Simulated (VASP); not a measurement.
# Sn5PbS6 (P4/mmm) in VASP: single point with PBE

Aim: the single point of Sn5PbS6 with PBE.

Program: VASP 6.6.1. These are calculated values, not measurements. Logs are shortened: lines on timing, memory, paths and dates and some standing lists are left out, and cuts for length are marked.

**1. The cell of the first run**

Symmetry: P4/mmm, No. 123, tetragonal system. Conventional cell: a = 4.155 Å, b = 4.155 Å, c = 17.632 Å, α = 90.00°, β = 90.00°, γ = 90.00°. Within 3.8 Å of Sn (site symmetry 4mm) lie 6 S at 2.89 to 2.94 Å. Sn (site symmetry 4mm) has 6 S at 2.91 to 2.97 Å within 3.8 Å. Within 3.9 Å of Sn (site symmetry 4/mmm) lie 6 S at 2.93 to 2.94 Å. Within 3.9 Å of Pb (site symmetry 4/mmm) lie 6 S at 2.94 to 3.01 Å. Within 3.8 Å of S (site symmetry 4mm) lie 5 Sn at 2.89 to 2.94 Å and 1 Pb at 3.01 Å. S (site symmetry 4/mmm) has 4 Pb at 2.94 Å and 2 Sn at 2.97 Å within 3.9 Å. Within 3.8 Å of S (site symmetry 4mm) lie 6 Sn at 2.91 to 2.94 Å. Within 3.9 Å of S (site symmetry 4/mmm) lie 6 Sn at 2.92 to 2.94 Å.

**2. Single point, PBE**

Input file INCAR:

```
  ALGO = Normal
  EDIFF = 1E-6
  ENCUT = 520
  GGA = PE
  ISIF = 2
  ISMEAR = 0
  LASPH = T
  LCHARG = F
  LREAL = F
  LWAVE = F
  NBANDS = 72
  NELM = 60
  PREC = Accurate
  SIGMA = 0.1
```

Input file KPOINTS:

```
k-points
0
Gamma
  4 4 1
```

Input file POSCAR:

```
Sn5PbS6
1.0
    4.1551002000      0.0000000000      0.0000000000
    0.0000000000      4.1551002000      0.0000000000
    0.0000000000      0.0000000000     17.6315768000
Sn Pb S
5 1 6
Direct
    0.0000000000      0.0000000000      0.6658470000
    0.5000000000      0.5000000000      0.8314160000
    0.5000000000      0.5000000000      0.1685840000
    0.0000000000      0.0000000000      0.3341530000
    0.5000000000      0.5000000000      0.5000000000
    0.0000000000      0.0000000000      0.0000000000
    0.0000000000      0.0000000000      0.8294910000
    0.5000000000      0.5000000000      0.0000000000
    0.0000000000      0.0000000000      0.1705090000
    0.5000000000      0.5000000000      0.3336360000
    0.0000000000      0.0000000000      0.5000000000
    0.5000000000      0.5000000000      0.6663640000
```

Potentials or basis: VASP PAW PBE potentials, release 64 (Sn_d, Pb_d, S).

Command:

```sh
$ cat potpaw_PBE.64/Sn_d/POTCAR potpaw_PBE.64/Pb_d/POTCAR potpaw_PBE.64/S/POTCAR > POTCAR
$ mpirun -np 1 vasp_std > vasp.out
```

OUTCAR:

```text
EDIFF = 1E-6
   ENCUT = 520
   GGA = PE
   ISIF = 2
   ISMEAR = 0
   LASPH = T
   LREAL = F
   NELM = 60
   PREC = Accurate

 ion  position               nearest neighbor table
   1  0.000  0.000  0.666-   7 2.89  11 2.92  12 2.94  12 2.94  12 2.94  12 2.94
   2  0.500  0.500  0.831-  12 2.91   7 2.94   7 2.94   7 2.94   7 2.94   8 2.97
   3  0.500  0.500  0.169-  10 2.91   9 2.94   9 2.94   9 2.94   9 2.94   8 2.97
   4  0.000  0.000  0.334-   9 2.89  11 2.92  10 2.94  10 2.94  10 2.94  10 2.94
   5  0.500  0.500  0.500-  10 2.93  12 2.93  11 2.94  11 2.94  11 2.94  11 2.94
   6  0.000  0.000  0.000-   8 2.94   8 2.94   8 2.94   8 2.94   9 3.01   7 3.01
   7  0.000  0.000  0.829-   1 2.89   2 2.94   2 2.94   2 2.94   2 2.94   6 3.01
   8  0.500  0.500  0.000-   6 2.94   6 2.94   6 2.94   6 2.94   2 2.97   3 2.97
   9  0.000  0.000  0.171-   4 2.89   3 2.94   3 2.94   3 2.94   3 2.94   6 3.01
  10  0.500  0.500  0.334-   3 2.91   5 2.93   4 2.94   4 2.94   4 2.94   4 2.94
  11  0.000  0.000  0.500-   1 2.92   4 2.92   5 2.94   5 2.94   5 2.94   5 2.94
  12  0.500  0.500  0.666-   2 2.91   5 2.93   1 2.94   1 2.94   1 2.94   1 2.94

  LATTYP: Found a simple tetragonal cell.
 ALAT       =     4.1551002000
 C/A-ratio  =     4.2433577895

  Lattice vectors:

 A1 = (   4.1551002000,   0.0000000000,   0.0000000000)
 A2 = (   0.0000000000,   4.1551002000,   0.0000000000)
 A3 = (   0.0000000000,   0.0000000000,  17.6315768000)

Analysis of symmetry for initial positions (statically):
=====================================================================
 Subroutine PRICEL returns:
 Original cell was already a primitive cell.

 Routine SETGRP: Setting up the symmetry group for a
 simple tetragonal supercell.

 Subroutine GETGRP returns: Found 16 space group operations
 (whereof 16 operations were pure point group operations)
 out of a pool of 16 trial point group operations.

The static configuration has the point symmetry D_4h.

Analysis of symmetry for dynamics (positions and initial velocities):
=====================================================================
 Subroutine PRICEL returns:
 Original cell was already a primitive cell.

 Routine SETGRP: Setting up the symmetry group for a
 simple tetragonal supercell.

 Subroutine GETGRP returns: Found 16 space group operations
 (whereof 16 operations were pure point group operations)
 out of a pool of 16 trial point group operations.

The dynamic configuration has the point symmetry D_4h.

 Subroutine INISYM returns: Found 16 space group operations
 (whereof 16 operations are pure point group operations),
 and found     1 'primitive' translations

----------------------------------------------------------------------------------------

                                     Primitive cell

  volume of cell :     304.4067

  direct lattice vectors                    reciprocal lattice vectors
     4.155100200  0.000000000  0.000000000     0.240668083  0.000000000  0.000000000
     0.000000000  4.155100200  0.000000000     0.000000000  0.240668083  0.000000000
     0.000000000  0.000000000 17.631576800     0.000000000  0.000000000  0.056716425

  length of vectors
     4.155100200  4.155100200 17.631576800     0.240668083  0.240668083  0.056716425

  position of ions in fractional coordinates (direct lattice)
     0.000000000  0.000000000  0.665847000
     0.500000000  0.500000000  0.831416000
     0.500000000  0.500000000  0.168584000
     0.000000000  0.000000000  0.334153000
     0.500000000  0.500000000  0.500000000
     0.000000000  0.000000000  0.000000000
     0.000000000  0.000000000  0.829491000
     0.500000000  0.500000000  0.000000000
     0.000000000  0.000000000  0.170509000
     0.500000000  0.500000000  0.333636000
     0.000000000  0.000000000  0.500000000
     0.500000000  0.500000000  0.666364000

  ion indices of the primitive-cell ions
   primitive index   ion index
                 1           1
                 2           2
                 3           3
                 4           4
                 5           5
                 6           6
                 7           7
                 8           8
                 9           9
                10          10
                11          11
                12          12

----------------------------------------------------------------------------------------

 KPOINTS: k-points

Automatic generation of k-mesh.
 Grid dimensions read from file:
 generate k-points for:    4    4    1

 Generating k-lattice:

  Cartesian coordinates                     Fractional coordinates (reciprocal lattice)
     0.060167021  0.000000000  0.000000000     0.250000000  0.000000000  0.000000000
     0.000000000  0.060167021  0.000000000     0.000000000  0.250000000  0.000000000
     0.000000000  0.000000000  0.056716425     0.000000000  0.000000000  1.000000000

  Length of vectors
     0.060167021  0.060167021  0.056716425

  Shift w.r.t. Gamma in fractional coordinates (k-lattice)
     0.000000000  0.000000000  0.000000000

 Subroutine IBZKPT returns following result:
 ===========================================

 Found      6 irreducible k-points:

 Following reciprocal coordinates:
            Coordinates               Weight
  0.000000  0.000000  0.000000      1.000000
  0.250000  0.000000  0.000000      4.000000
  0.500000  0.000000  0.000000      2.000000
  0.250000  0.250000  0.000000      4.000000
  0.500000  0.250000  0.000000      4.000000
  0.500000  0.500000  0.000000      1.000000
   k-points           NKPTS =      6   k-points in BZ     NKDIM =      6   number of bands    NBANDS=     72
   number of dos      NEDOS =    301   number of ions     NIONS =     12
   total plane-waves  NPLWV = 143360
   dimension x,y,z NGX =    32 NGY =   32 NGZ =  140
   dimension x,y,z NGXF=    64 NGYF=   64 NGZF=  280
   ions per type =               5   1   6
   NGX,Y,Z   is equivalent  to a cutoff of  12.80, 12.80, 13.20 a.u.
   NGXF,Y,Z  is equivalent  to a cutoff of  25.61, 25.61, 26.40 a.u.
 SYSTEM =  unknown system
   PREC   = accura    normal or accurate (medium, high low for compatibility)
   ISTART =      0    job   : 0-new  1-cont  2-samecut
   ICHARG =      2    charge: 1-file 2-atom 10-const
   ISPIN  =      1    spin polarized calculation?
   LNONCOLLINEAR =      F non collinear calculations
   LSORBIT =      F    spin-orbit coupling
   LASPH  =      T    aspherical Exc in radial PAW
   ENCUT  =  520.0 eV  38.22 Ry    6.18 a.u.   7.73  7.73 32.78*2*pi/ulx,y,z
   NELM   =     60;   NELMIN=  2; NELMDL= -5     # of ELM steps
   EDIFF  = 0.1E-05   stopping-criterion for ELM
   LREAL  =      F    real-space projection
   EDIFFG = 0.1E-04   stopping-criterion for IOM
   NSW    =      0    number of steps for IOM
   IBRION =     -1    ionic relax: 0-MD 1-quasi-New 2-CG
   NFREE  =      0    steps in history (QN), initial steepest desc. (CG)
   ISIF   =      2    stress and relaxation
   ISYM   =      2    0-nonsym 1-usesym 2-fastsym
   POTIM  = 0.5000    time-step for ionic-motion
   TEBEG  =    0.0;   TEEND  =   0.0 temperature during run
   PSTRESS=    0.0 pullay stress
   NELECT =     120.0000    total number of electrons
   NUPDOWN=      -1.0000    fix difference up-down
   EMIN   =  10.00;   EMAX   =-10.00  energy-range for DOS
   EFERMI =   0.00;   METHOD = LEGACY
   ISMEAR =     0;   SIGMA  =   0.10  broadening in eV -4-tet -1-fermi 0-gaus
   EFERMI_NEDOS =   21; number of points for ismear=-14 and -15
   IALGO  =     38    algorithm
   IMIX   =      4    mixing-type and parameters
     AMIX     =   0.40;   BMIX     =  1.00
     AMIX_MAG =   1.60;   BMIX_MAG =  1.00
  volume/ion in A,a.u.               =      25.37       171.19
  Fermi-wavevector in a.u.,A,eV,Ry     =   1.200376  2.268381 19.604659  1.440902
  Thomas-Fermi vector in A             =   2.336213
   LORBIT       =      0    0 simple, 1 ext, 2 COOP (PROOUT), +10 PAW based schemes
   GGA     = PE    functional components
   LHFCALC =     F    Hartree Fock is set to
   AEXX    =    0.0000 exact exchange contribution
   IVDW    =     0    specifies the selected vdW correction
   LEPSILON=     F    determine dielectric tensor
   LRPA    =     F    only Hartree local field effects (RPA)
 non-spin polarized calculation
 Gauss-broadening in eV      SIGMA  =   0.10
  energy-cutoff  :      520.00
  volume of cell :      304.41
 maximum number of plane-waves:      8217
 NGX is ok and might be reduce to    32
   NGX = 15   NGY = 15   NGZ = 65

 number of electron     119.9999949 magnetization

 Free energy of the ion-electron system (eV)
  ---------------------------------------------------
  ext. energy  EPLUGINS =         0.00000000
  ---------------------------------------------------
  free energy    TOTEN  =       -52.75352479 eV

  energy without entropy =      -52.75335966  energy(sigma->0) =      -52.75344223

 E-fermi :   6.3475     XC(G=0):  -9.6660

 val. band max:        6.1275589951   @ k =   0.5000   0.0000   0.0000
 cond. band min:       6.5727956211   @ k =   0.5000   0.0000   0.0000
 fundamental gap:      0.4452366260
 Fermi energy:         6.3474742487

 k-point     1 :       0.0000    0.0000    0.0000
  band No.  band energies     occupation
      1     -15.5005      2.00000
      2     -15.4869      2.00000
      3     -15.4819      2.00000
      4     -15.4778      2.00000
      5     -15.4778      2.00000
      6     -15.4735      2.00000
[... 64 lines left out ...]
     71      10.6225      0.00000
     72      10.8409      0.00000
[... 373 lines left out ...]
     71      10.9911      0.00000
     72      11.0589      0.00000

------------------------ aborting loop because EDIFF is reached ----------------------------------------

  FORCE on cell =-STRESS in cart. coord.  units (eV):
  Direction    XX          YY          ZZ          XY          YZ          ZX
  --------------------------------------------------------------------------------------
  -------------------------------------------------------------------------------------
  Total        1.4037756      1.4037756     -3.1253599      0.0000000      0.0000000      0.0000000
  in kB        7.3884631      7.3884631    -16.4496427      0.0000000      0.0000000      0.0000000
  external PRESSURE =      -0.5575722 kB  Pullay stress =       0.0000000 kB

 VOLUME and BASIS-vectors are now :
 -----------------------------------------------------------------------------
  energy-cutoff  :      520.00
  volume of cell :      304.41
      direct lattice vectors                 reciprocal lattice vectors
     4.155100200  0.000000000  0.000000000     0.240668083  0.000000000  0.000000000
     0.000000000  4.155100200  0.000000000     0.000000000  0.240668083  0.000000000
     0.000000000  0.000000000 17.631576800     0.000000000  0.000000000  0.056716425

 POSITION                                       TOTAL-FORCE (eV/Angst)
 -----------------------------------------------------------------------------------
      0.00000      0.00000     11.73993         0.000000     -0.000000      0.024070
      2.07755      2.07755     14.65918        -0.000000      0.000000      0.009832
      2.07755      2.07755      2.97240         0.000000      0.000000     -0.009832
      0.00000      0.00000      5.89164        -0.000000     -0.000000     -0.024070
      2.07755      2.07755      8.81579        -0.000000     -0.000000      0.000000
      0.00000      0.00000      0.00000        -0.000000     -0.000000      0.000000
      0.00000      0.00000     14.62523        -0.000000     -0.000000     -0.060484
      2.07755      2.07755      0.00000        -0.000000     -0.000000      0.000000
      0.00000      0.00000      3.00634        -0.000000     -0.000000      0.060484
      2.07755      2.07755      5.88253         0.000000     -0.000000      0.001656
      0.00000      0.00000      8.81579        -0.000000     -0.000000      0.000000
      2.07755      2.07755     11.74905        -0.000000     -0.000000     -0.001656
 -----------------------------------------------------------------------------------
    total drift:                                0.000000     -0.000000      0.000000

  FREE ENERGIE OF THE ION-ELECTRON SYSTEM (eV)
  ---------------------------------------------------
  free  energy   TOTEN  =       -52.7535247902 eV

  energy  without entropy=      -52.7533596611  energy(sigma->0) =      -52.75344223
```

Wall time 2.4 min (1 thread of AMD EPYC 7R13 (Zen 3), shared host); peak memory 0.39 GiB.

Results:

* Free energy: -52.7535 eV
* Pressure: -0.1 GPa
* Largest force: 0.060 eV/Å
* Band gap on the k mesh: 0.45 eV, direct

Forces on the atoms (eV/Å):
```
Sn   0.000  0.000  0.024
Sn   0.000  0.000  0.010
Sn   0.000  0.000 -0.010
Sn   0.000  0.000 -0.024
Sn   0.000  0.000  0.000
Pb   0.000  0.000  0.000
S    0.000  0.000 -0.060
S    0.000  0.000  0.000
S    0.000  0.000  0.060
S    0.000  0.000  0.002
S    0.000  0.000  0.000
S    0.000  0.000 -0.002
```

Caveat: spin-orbit coupling is left out, which moves the levels of the heavy elements.
